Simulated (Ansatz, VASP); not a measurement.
# BP in VASP and in Ansatz

```
B P
1.0
     0.00000    2.27225    2.27225
     2.27225    0.00000    2.27225
     2.27225    2.27225    0.00000
B P
1 1
Direct
  0.00000 0.00000 0.00000
  0.25000 0.25000 0.25000
```

Alike in both runs: task relaxation of cell and atoms; functional r2SCAN; k mesh 10 × 10 × 10; occupations gaussian, width 0.02 eV; no spin polarisation.

|  | VASP | Ansatz |
| --- | --- | --- |
| version | VASP 6.6.1 | Ansatz 0.2.0 |
| potentials or method | VASP PAW PBE potentials, release 64 (B, P), cutoff 550 eV | scalar-relativistic, plane waves, PAW |
| valence electrons in the cell | 8 | 8 |

|  | VASP | Ansatz | Ansatz less VASP |
| --- | --- | --- | --- |
| gap on the k mesh at the Fermi level, each at its own relaxed structure (eV) | 1.44 | 1.41 | -0.027 |
| relaxed volume (Å³/atom) | 11.63 | 11.67 | +0.036 |
| relaxed cell length with the largest relative difference (Å) | 3.205 | 3.208 | +0.0033 |

VASP's potentials were made for PBE, not for r2SCAN.
